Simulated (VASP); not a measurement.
Runs of VASP 6.6.1 on RbBaSi2. The structure is that of space group P6/mmm (No. 191), or close to it. The cells are those of the table. The cell was generated, and may not be a known phase.

```csv
task,cell,k mesh,cutoff (eV),gap on the mesh (eV),pressure (GPa),relaxed volume (Å³/atom)
single point,"a = 5.324, b = 5.324, c = 7.633 Å, angles 90.0, 90.0, 120.0°, 4 atoms",12 × 12 × 6,520,none,0.3,-
single point,"a = 5.335, b = 5.335, c = 7.632 Å, angles 90.0, 90.0, 120.0°, 4 atoms",6 × 6 × 4,520,none,(a),-
relaxation of cell and atoms,"relaxed from a = 4.559, b = 4.559, c = 6.807 Å, angles 90.0, 90.0, 120.0°, 4 atoms",6 × 6 × 4,600,none,-0.1,48.61
single point,"a = 4.559, b = 4.559, c = 6.807 Å, angles 90.0, 90.0, 120.0°, 4 atoms",6 × 6 × 4,520,none,15.5,-
relaxation of cell and atoms,"relaxed from a = 5.335, b = 5.335, c = 7.632 Å, angles 90.0, 90.0, 120.0°, 4 atoms",12 × 12 × 6,600,none,0.0,(b)
```

Alike in all rows: level PBE; potentials or basis VASP PAW PBE potentials, release 64 (Rb_sv, Ba_sv, Si); no spin polarisation; smearing gaussian 0.1 eV.

Q: Fill in the values left out.

A: (a) 0.5; (b) 47.79.

Caveats: spin-orbit coupling is left out, which moves the levels of the heavy elements; an odd number of electrons without spin polarisation forces a metal; a magnetic or distorted state may lie lower; the volume moved by over 15 % at a fixed basis, so the end points are rough (at least some runs); the stress differs along the axes, from 2 to 22 GPa (at least some runs).

A k mesh can miss the band edges, and the runs leave out spin-orbit coupling on Ba, Rb.

A gap of «none» marks levels without a gap at the run's occupations.
